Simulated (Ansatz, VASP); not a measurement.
**Two plane-wave programs on BeS**

```
Be S
1.0
     0.01192    2.31439    2.31439
     2.31439    0.01192    2.31439
     2.31439    2.31439    0.01192
Be S
1 1
Cartesian
  0.0000 0.0000 0.0000
  2.3204 2.3204 2.3204
```

Change from the starting cell: epitaxial_111 strain -0.6%.

Alike in both runs: task single point; functional PBE; k mesh 10 × 10 × 10; occupations fermi-dirac, width 0.02 eV; no spin polarisation.

|  | VASP | Ansatz |
| --- | --- | --- |
| version | VASP 6.6.1 | Ansatz 0.2.0 |
| potentials or method | VASP PAW PBE potentials, release 64 (Be, S) | plane waves, PAW |
| plane-wave cutoff (eV) | 520 | 420 |
| valence electrons in the cell | 8 | 8 |

|  | VASP | Ansatz | Ansatz less VASP |
| --- | --- | --- | --- |
| gap on the k mesh at the Fermi level (eV) | 1.00 | 0.99 | -0.007 |
| pressure (GPa) | 0.8 | 0.9 | +0.09 |
| traceless stress, the component that is largest in VASP (GPa) | -0.61 | -0.61 | -0.002 |
